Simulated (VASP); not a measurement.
Write the native input for VASP 6.6.1 that does the following.

* Task: single point
* Functional: PBE
* Potentials or basis: VASP PAW PBE potentials, release 64 (Ni, Si)
* Cutoff: 400 eV
* k mesh: 1 × 1 × 1, shifted
* Occupations: fermi-dirac, width 0.2146 eV
* Spin: no spin polarisation
* Dipole correction: no
* Further INCAR settings: LREAL = Auto; ALGO = Normal; EDIFF = 1e-06; NBANDS = 98; ISYM = -1

The structure of Si3Ni7 lies in POSCAR:

```
Si3Ni7
1.0
    6.3191000000      0.0520890000     -0.0979460000
    0.0520890000      6.2804780000      0.1071670000
   -0.0979460000      0.1071670000      6.3162060000
Ni Si
14 6
Direct
    0.1944616987      0.2376616490      0.7941057115
    0.5165116430      0.4408327182      0.3918205849
    0.6085786086      0.4117201439      0.8030871741
    0.2134683568      0.2386641850      0.3759691256
    0.9591814382      0.4332681217      0.4763433840
    0.2399904829      0.5077842918      0.1083641649
    0.7550236313      0.7014211122      0.5213704791
    0.9025619095      0.6694297846      0.1322554310
    0.4365681081      0.8332993040      0.3354732118
    0.8773784009      0.1112098477      0.5359040980
    0.0913789310      0.7780118064      0.4432999825
    0.1463010828      0.9811008716      0.1227792394
    0.3151575352      0.7246896195      0.7469048045
    0.7901569410      0.3376344254      0.1532555213
    0.5122999050      0.0629774020      0.6234533242
   -0.0106126320      0.5297150769      0.8408923901
    0.7999688659      0.0175252068      0.1760779536
    0.5520575176      0.6763191971      1.0109085622
    0.4317583074      0.2212602618      0.0962790322
    0.0409117778      0.9180336130      0.7964395456
```

The input as run:

INCAR

```
  PREC = Accurate
  ENCUT = 400
  EDIFF = 1E-6
  ISMEAR = -1
  SIGMA = 0.2146
  LREAL = Auto
  LASPH = T
  NELM = 120
  ALGO = Normal
  ISIF = 2
  LWAVE = F
  LCHARG = F
  GGA = PE
  NBANDS = 98
  ISYM = -1
  GGA_COMPAT = F
```

KPOINTS

```
explicit points
1
Reciprocal
  0.25000000   0.25000000   0.25000000 1
```

Potentials or basis: VASP PAW PBE potentials, release 64 (Ni, Si).

Run with:

```sh
$ cat potpaw_PBE.64/Ni/POTCAR potpaw_PBE.64/Si/POTCAR > POTCAR
$ mpirun -np 1 vasp_std > vasp.out
```

It gave:

The pressure is 3.3 GPa. The largest force is 3.390 eV/Å.

Caveat: the atoms stand as in a frame of molecular dynamics.

It took 110 s on 1 thread of Intel Xeon 8259CL, with other jobs on the host, peak memory 0.22 GiB.
